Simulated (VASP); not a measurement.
A run of VASP 6.6.1 is set up as follows.

Contents of INCAR:

```
SYSTEM = Ni3Ge
PREC = Accurate
ENCUT = 520
EDIFF = 1E-7
ISMEAR = -1
SIGMA = 0.05
LREAL = .False.
LASPH = .True.
NELM = 150
ALGO = Normal
ISIF = 2
LWAVE = .False.
LCHARG = .True.
ISPIN = 2
MAGMOM = 0 1 1 1
LORBIT = 11
LMAXMIX = 4
GGA = PS
LELF = .True.
LVHAR = .True.
NBANDS = 34
```

File KPOINTS:

```
Automatic mesh
0
Gamma
  8 8 8
  0 0 0
```

POSCAR

```
Ni3Ge
1.0
    3.5995739226      0.0000000000      0.0000000000
    0.0000000000      3.5995739226      0.0000000000
    0.0000000000      0.0000000000      3.5995739226
Ge Ni
1 3
Direct
    0.0000000000      0.0000000000      0.0000000000
    0.5000000000      0.5000000000      0.0000000000
    0.0000000000      0.5000000000      0.5000000000
    0.5000000000      0.0000000000      0.5000000000
```

Potentials or basis: VASP PAW PBE potentials, release 64 (Ge_d, Ni).

Run with:

```sh
$ cat potpaw_PBE.64/Ge_d/POTCAR potpaw_PBE.64/Ni/POTCAR > POTCAR
$ mpirun -np 1 vasp_std > vasp.out
```

(1) Predict the net moment.

(2) Estimate the band gap on the k mesh.

(3) Predict the pressure.

Answers

(1) 0.00 μB per cell.

(2) zero (filled and empty bands overlap).

(3) -11.4 GPa.

Caveat: the cell stands under tension; the PAW data sets were made with another functional, which shifts forces and pressure a little.
